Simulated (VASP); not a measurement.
Here is a VASP 6.6.1 calculation.

INCAR

```
ALGO = Normal ; EDIFF = 1E-6
ENCUT = 520 ; GGA = PS
GGA_COMPAT = F ; ISIF = 2
ISMEAR = -1 ; LASPH = T
LCHARG = F ; LORBIT = 11
LORBMOM = T ; LREAL = F
LSORBIT = T ; LWAVE = F
MAGMOM = 0 0 0 0 0 0 ; NBANDS = 30
NELM = 150 ; PREC = Accurate
SIGMA = 0.01
```

File KPOINTS:

```
k-points
0
Gamma
  8 8 8
```

File POSCAR:

```
GaAs
1.0
    2.7262403667      2.7262403667      0.0000000000
   -2.7262403667      2.7262403667      0.0000000000
    0.0000000000      2.7262403667      2.7262403667
Ga As
1 1
Direct
    0.0000000000      0.0000000000      0.0000000000
    0.7500000000      0.2500000000      0.5000000000
```

Potentials or basis: VASP PAW PBE potentials, release 64 (Ga_d, As).

Launch:

```console
$ cat potpaw_PBE.64/Ga_d/POTCAR potpaw_PBE.64/As/POTCAR > POTCAR
$ mpirun -np 1 vasp_ncl > vasp.out
```

(1) Predict the net moment.

(2) Predict the pressure.

## Answers

(1) 0.00 μB per cell.

(2) 10.3 GPa.

Caveat: the PAW data sets were made with another functional, which shifts forces and pressure a little.
